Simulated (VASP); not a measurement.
A run of VASP 6.6.1 is set up as follows.

INCAR

```
SYSTEM = Fe
  ALGO = Normal
  EDIFF = 1E-6
  ENCUT = 520
  GGA = RP
  ISIF = 2
  ISMEAR = -1
  ISPIN = 2
  IVDW = 13
  LASPH = .TRUE.
  LCHARG = .FALSE.
  LMAXMIX = 4
  LORBIT = 11
  LREAL = .FALSE.
  LWAVE = .FALSE.
  MAGMOM = 3
  NBANDS = 14
  NELM = 150
  PREC = Accurate
  SIGMA = 0.05
```

Contents of KPOINTS:

```
k-points
0
G
  13 13 13
  0 0 0
```

Contents of POSCAR:

```
Fe
1.0
   -1.4056837548      1.4056837548      1.4056837548
    1.4056837548     -1.4056837548      1.4056837548
    1.4056837548      1.4056837548     -1.4056837548
Fe
1
Direct
    0.0000000000      0.0000000000      0.0000000000
```

Potentials or basis: VASP PAW PBE potentials, release 64 (Fe).

Command:

```bash
$ cat potpaw_PBE.64/Fe/POTCAR > POTCAR
$ mpirun -np 1 vasp_std > vasp.out
```

(1) Predict the net moment.

(2) Predict the pressure.

(3) Estimate the dispersion energy per atom.

Answers

(1) 2.13 μB per cell.

(2) -0.3 GPa.

(3) -0.692 eV.

Caveat: the PAW data sets were made with another functional, which shifts forces and pressure a little.
